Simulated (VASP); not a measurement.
# TaN (Fm-3m) in VASP: a series of runs, part 2 of 2

VASP 6.6.1.

**4. Relaxation of cell and atoms, PBE**

Input file INCAR:

```
PREC = Accurate
ENCUT = 600
EDIFF = 1E-6
ISMEAR = 0
SIGMA = 0.1
LREAL = False
LASPH = True
NELM = 100
ALGO = Normal
ISIF = 3
LWAVE = False
LCHARG = False
GGA = PE
IBRION = 2
NSW = 100
EDIFFG = -0.005
```

Input file KPOINTS:

```
regular mesh
0
Gamma
  16 16 16
```

Input file POSCAR:

```
TaN
1.0
    0.0000000000      2.1933116124      2.1933116124
    2.1933116124      0.0000000000      2.1933116124
    2.1933116124      2.1933116124      0.0000000000
Ta N
1 1
Direct
    0.0000000000      0.0000000000      0.0000000000
    0.5000000000      0.5000000000      0.5000000000
```

Potentials or basis: VASP PAW PBE potentials, release 64 (Ta_pv, N).

Run with:

```bash
cat potpaw_PBE.64/Ta_pv/POTCAR potpaw_PBE.64/N/POTCAR > POTCAR
mpirun -np 1 vasp_std > vasp.out
```

OUTCAR:

```text
PREC = Accurate
   ENCUT = 600
   EDIFF = 1E-6
   ISMEAR = 0
   LREAL = False
   LASPH = True
   NELM = 100
   ISIF = 3
   GGA = PE
   IBRION = 2
   NSW = 100
   EDIFFG = -0.005

 ion  position               nearest neighbor table
   1  0.000  0.000  0.000-   2 2.19   2 2.19   2 2.19   2 2.19   2 2.19   2 2.19
   2  0.500  0.500  0.500-   1 2.19   1 2.19   1 2.19   1 2.19   1 2.19   1 2.19

  LATTYP: Found a face centered cubic cell.
 ALAT       =     4.3866232248

  Lattice vectors:

 A1 = (   0.0000000000,   2.1933116124,   2.1933116124)
 A2 = (   2.1933116124,   0.0000000000,   2.1933116124)
 A3 = (   2.1933116124,   2.1933116124,   0.0000000000)

Analysis of symmetry for initial positions (statically):
=====================================================================
 Subroutine PRICEL returns:
 Original cell was already a primitive cell.

 Routine SETGRP: Setting up the symmetry group for a
 face centered cubic supercell.

 Subroutine GETGRP returns: Found 48 space group operations
 (whereof 48 operations were pure point group operations)
 out of a pool of 48 trial point group operations.

The static configuration has the point symmetry O_h .

Analysis of symmetry for dynamics (positions and initial velocities):
=====================================================================
 Subroutine PRICEL returns:
 Original cell was already a primitive cell.

 Routine SETGRP: Setting up the symmetry group for a
 face centered cubic supercell.

 Subroutine GETGRP returns: Found 48 space group operations
 (whereof 48 operations were pure point group operations)
 out of a pool of 48 trial point group operations.

The dynamic configuration has the point symmetry O_h .

 Subroutine INISYM returns: Found 48 space group operations
 (whereof 48 operations are pure point group operations),
 and found     1 'primitive' translations

[... 128 lines left out ...]
  energy-cutoff  :      600.00
  volume of cell :       21.10
 maximum number of plane-waves:       725
 NGX is ok and might be reduce to    28
   NGX = 13   NGY = 13   NGZ = 13

--------------------------------------- Ionic step        1  -------------------------------------------

 number of electron      16.0000000 magnetization

 Free energy of the ion-electron system (eV)
  ---------------------------------------------------
  ext. energy  EPLUGINS =         0.00000000
  ---------------------------------------------------
  free energy    TOTEN  =       -21.81611870 eV

  energy without entropy =      -21.81045769  energy(sigma->0) =      -21.81328820

------------------------ aborting loop because EDIFF is reached ----------------------------------------

  FORCE on cell =-STRESS in cart. coord.  units (eV):
  Direction    XX          YY          ZZ          XY          YZ          ZX
  --------------------------------------------------------------------------------------
  -------------------------------------------------------------------------------------
  Total        1.0504462      1.0504462      1.0504462     -0.0000000     -0.0000000      0.0000000
  in kB       79.7541693     79.7541693     79.7541693     -0.0000000     -0.0000000      0.0000000
  external PRESSURE =      79.7541693 kB  Pullay stress =       0.0000000 kB
[... 95 lines left out ...]
--------------------------------------- Ionic step        4  -------------------------------------------

 number of electron      15.9999999 magnetization

 Free energy of the ion-electron system (eV)
  ---------------------------------------------------
  ext. energy  EPLUGINS =         0.00000000
  ---------------------------------------------------
  free energy    TOTEN  =       -21.82805371 eV

  energy without entropy =      -21.82225608  energy(sigma->0) =      -21.82515489

 E-fermi :   9.3657     XC(G=0): -13.3531

 val. band max:        9.3571923765   @ k =  -0.2500   0.3750   0.1250
 cond. band min:       9.3709779699   @ k =  -0.3125   0.3125   0.1250
 fundamental gap:      0.0137855934
 Fermi energy:         9.3656936721

 k-point     1 :       0.0000    0.0000    0.0000
  band No.  band energies     occupation
      1     -26.4328      2.00000
      2     -26.4328      2.00000
      3     -26.4328      2.00000
      4      -9.3648      2.00000
      5       5.5902      2.00000
      6       5.5902      2.00000
      7       5.5902      2.00000
      8       7.3096      2.00000
      9       7.3096      2.00000
     10       7.3096      2.00000
     11       9.4342      0.33290
     12       9.4342      0.33289
[... 331 lines left out ...]
 k-point    24 :      -0.0625    0.0625    0.0000
  band No.  band energies     occupation
      1     -26.5113      2.00000
      2     -26.4537      2.00000
      3     -26.4349      2.00000
      4      -9.1243      2.00000
      5       4.3951      2.00000
      6       4.7230      2.00000
      7       5.0585      2.00000
      8       7.4810      2.00000
      9       7.6903      2.00000
     10       7.9951      2.00000
     11       9.8312      0.00000
     12      10.6849      0.00000

 [... further k-points ...]
[... 5 lines left out ...]
  --------------------------------------------------------------------------------------
  -------------------------------------------------------------------------------------
  Total        0.0012988      0.0012988      0.0012988     -0.0000000     -0.0000000     -0.0000000
  in kB        0.0963756      0.0963756      0.0963756     -0.0000000     -0.0000000     -0.0000000
  external PRESSURE =       0.0963756 kB  Pullay stress =       0.0000000 kB
[... 17 lines left out ...]
  FREE ENERGIE OF THE ION-ELECTRON SYSTEM (eV)
  ---------------------------------------------------
  free  energy   TOTEN  =       -21.8280537070 eV

  energy  without entropy=      -21.8222560807  energy(sigma->0) =      -21.82515489

 reached required accuracy - stopping structural energy minimisation
```

CONTCAR:

```text
TaN
   1.00000000000000
     0.0000000000000000    2.2101243915782010    2.2101243915782010
     2.2101243915782010   -0.0000000000000000    2.2101243915782010
     2.2101243915782010    2.2101243915782010   -0.0000000000000000
  Ta              N
     1     1
Direct
     0.0000000000000000    0.0000000000000000    0.0000000000000000
     0.5000000000000000    0.5000000000000000    0.5000000000000000

  0.00000000E+00  0.00000000E+00  0.00000000E+00
  0.00000000E+00  0.00000000E+00  0.00000000E+00
```

Wall time 56 s (1 thread of Intel Xeon 6975P-C (Granite Rapids), shared host); peak memory 0.21 GiB.

Results:

```yaml
Free_energy: -21.8281 eV
Relaxed_volume: 10.80 Å³/atom
Relaxed_cell: a = 3.126 Å, b = 3.126 Å, c = 3.126 Å, α = 60.00°, β = 60.00°, γ = 60.00°
Space_group_after_relaxing_to_0.05_Å: Fm-3m (No. 225)
Energy_gained_by_relaxing: 6.0 meV/atom
Ionic_steps: 4
Pressure_after_relaxing: 0.0 GPa
Band_gap_on_the_k_mesh: zero (band 8 reaches 11.23 eV, above the bottom of band 9 at 7.31 eV)
```

The path:
```tsv
step	energy change (eV)	largest force (eV/Å)	pressure (GPa)	volume (Å³)
1	0.0000	0.0000	7.98	21.10
2	0.0460	0.0000	-15.31	22.75
3	-0.0119	0.0000	-0.13	21.60
4	-0.0119	0.0000	0.01	21.59
```

Final structure:
```
CELL_PARAMETERS angstrom
0.00000 2.21012 2.21012
2.21012 0.00000 2.21012
2.21012 2.21012 0.00000
ATOMIC_POSITIONS crystal
Ta 0.00000 0.00000 0.00000
N 0.50000 0.50000 0.50000
```

Levels at points of the mesh, in eV from the Fermi level:
```
           k point  band 6  band 7  band 8  band 9  band 10  band 11
(0.00, 0.00, 0.00)   -3.78   -3.78   -2.06   -2.06    -2.06     0.07
(0.50, 0.00, 0.00)   -7.46   -7.46    1.86    1.86     1.95     3.78
(0.50, 0.50, 0.00)   -5.35   -4.60   -4.60    2.08     3.47     3.47
```

Caveat: spin-orbit coupling is left out, which moves the levels of the heavy elements. Zero-point motion and thermal expansion aren't in these numbers.

**5. Summary**

| task | spin | cell | k mesh | cutoff (eV) | gap on the mesh (eV) | pressure (GPa) |
| --- | --- | --- | --- | --- | --- | --- |
| single point | collinear, ferromagnetic start | a = 3.102 Å, angles 60.0°, 2 atoms | 8 × 8 × 8 | 520 | none | 8.2 |
| single point | off | a = 3.123 Å, angles 60.0°, 2 atoms | 16 × 16 × 16 | 520 | none | 0.8 |
| relaxation of cell and atoms | off | relaxed from a = 3.102 Å, angles 60.0°, 2 atoms | 16 × 16 × 16 | 600 | none | 0.0 |

Alike in all rows: level PBE; potentials or basis VASP PAW PBE potentials, release 64 (Ta_pv, N); smearing gaussian 0.1 eV.

Caveats: spin-orbit coupling is left out, which moves the levels of the heavy elements.

Absolute energies hang on the potentials; compare differences alone.
